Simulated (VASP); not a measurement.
Write the native input for VASP 6.6.1 that does the following.

```
Task                   : single point
Functional             : PBE
Potentials or basis    : VASP PAW PBE potentials, release 64 (Si, Sn_d)
Cutoff                 : 520 eV
k mesh                 : 12 × 12 × 2
Occupations            : gaussian, width 0.1 eV
Spin                   : no spin polarisation
Dipole correction      : no
Further INCAR settings : ALGO = Fast; EDIFF = 1e-07; NBANDS = 86
```

The structure of SiSn5 lies in POSCAR:

```
SiSn5
1.0
    4.5687334752      0.0000000000      0.0000000000
   -2.2843667376      3.9566392527      0.0000000000
    0.0000000000      0.0000000000     22.5032799035
Si Sn
2 10
Direct
    0.3333333333      0.6666666667      0.0127797416
    0.6666666667      0.3333333333      0.9872202584
    0.3333333333      0.6666666667      0.1298356809
    0.6666666667      0.3333333333      0.8701643191
    0.0000000000      0.0000000000      0.8240531836
    0.0000000000      0.0000000000      0.6968063756
    0.0000000000      0.0000000000      0.1759468164
    0.0000000000      0.0000000000      0.3031936244
    0.6666666667      0.3333333333      0.3494615345
    0.6666666667      0.3333333333      0.4768539373
    0.3333333333      0.6666666667      0.6505384655
    0.3333333333      0.6666666667      0.5231460627
```

The input as run:

INCAR

```
SYSTEM = SiSn5
PREC = Accurate
ENCUT = 520
EDIFF = 1E-7
ISMEAR = 0
SIGMA = 0.1
LREAL = .FALSE.
LASPH = .TRUE.
NELM = 60
ALGO = Fast
ISIF = 2
LWAVE = .FALSE.
LCHARG = .FALSE.
GGA = PE
NBANDS = 86
KPAR = 4
```

KPOINTS

```
Automatic mesh
0
G
  12 12 2
  0 0 0
```

Potentials or basis: VASP PAW PBE potentials, release 64 (Si, Sn_d).

The run is started by

```sh
$ cat potpaw_PBE.64/Si/POTCAR potpaw_PBE.64/Sn_d/POTCAR > POTCAR
$ mpirun -np 4 vasp_std > vasp.out
```

Results of the run:

* Pressure: -0.1 GPa
* Largest force: 0.004 eV/Å
* Band gap on the k mesh: zero (bands 74 and 75 overlap by 0.25 eV)

Caveat: semilocal functionals underestimate gaps, and a narrow one can read as zero; spin-orbit coupling is left out, which moves the levels of the heavy elements.

Wall time 18 min on 4 MPI ranks on Oxide Virtual Turin-like Processor, on a shared host, peak memory 1.1 GiB a rank.
